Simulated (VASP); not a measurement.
Input of a VASP 6.6.1 run:

INCAR

```
SYSTEM = Cd
PREC     = Accurate       ! precision mode
ENCUT    = 520            ! plane-wave cutoff, eV
EDIFF    = 1E-6           ! SCF threshold, eV
ISMEAR   = -1             ! smearing method
SIGMA    = 0.05           ! smearing width, eV
LREAL    = .False.        ! projectors in reciprocal space
LASPH    = .True.         ! aspherical terms in the spheres
NELM     = 60             ! most SCF steps
ALGO     = Normal         ! electronic algorithm
ISIF     = 2              ! what is computed and relaxed
LWAVE    = .False.        ! write WAVECAR
LCHARG   = .False.        ! write CHGCAR
GGA      = PS             ! functional
NBANDS   = 19             ! bands
```

File KPOINTS:

```
Automatic mesh
0
Gamma
  14 14 6
  0 0 0
```

File POSCAR:

```
Cd
1.0
    2.9302057671      0.0000000000      0.0000000000
   -1.4651028836      2.5376326327      0.0000000000
    0.0000000000      0.0000000000      5.7275637984
Cd
2
Direct
    0.3333333333      0.6666666667      0.2500000000
    0.6666666667      0.3333333333      0.7500000000
```

Potentials or basis: VASP PAW PBE potentials, release 64 (Cd).

The run is started by

```console
$ cat potpaw_PBE.64/Cd/POTCAR > POTCAR
$ mpirun -np 1 vasp_std > vasp.out
```

Problem. Predict the band gap on the k mesh.

Solution. Zero (bands 12 and 13 overlap by 4.79 eV).

Problem. Estimate the pressure.

Solution. 0.4 GPa.

Stress tensor (GPa, compression positive):
```
0.47 0.00 0.00
0.00 0.47 0.00
0.00 0.00 0.21
```

Caveat: the PAW data sets were made with another functional, which shifts forces and pressure a little.
